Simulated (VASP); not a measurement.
A run of VASP 6.6.1:

Contents of INCAR:

```
PREC = Accurate ; ENCUT = 520
EDIFF = 1E-6 ; ISMEAR = -1
SIGMA = 0.05 ; LREAL = F
LASPH = T ; NELM = 100
ALGO = Normal ; ISIF = 2
LWAVE = F ; LCHARG = T
GGA = PS ; LELF = T
LVHAR = T ; NBANDS = 20
```

File KPOINTS:

```
regular mesh
0
Gamma
  10 10 10
```

The input POSCAR:

```
MoS2
1.0
    1.5800000000      0.9122134253      6.1500000000
   -1.5800000000      0.9122134253      6.1500000000
    0.0000000000     -1.8244268506      6.1500000000
Mo S
1 2
Direct
    0.0000000000      0.0000000000      0.0000000000
    0.4170000000      0.4170000000      0.4170000000
    0.2500000000      0.2500000000      0.2500000000
```

Potentials or basis: VASP PAW PBE potentials, release 64 (Mo_sv, S).

The run is started by

```sh
$ cat potpaw_PBE.64/Mo_sv/POTCAR potpaw_PBE.64/S/POTCAR > POTCAR
$ mpirun -np 1 vasp_std > vasp.out
```

Hardware: 1 thread of Intel(R) Xeon(R) Platinum 8559C (Emerald Rapids), with other jobs on the host.

Question: How long does it take, and how much memory?

Answer: It took 3.9 min on 1 thread of Intel(R) Xeon(R) Platinum 8559C (Emerald Rapids), on a shared host, peak memory 0.37 GiB. Counts: scf iterations 14, k points 116.
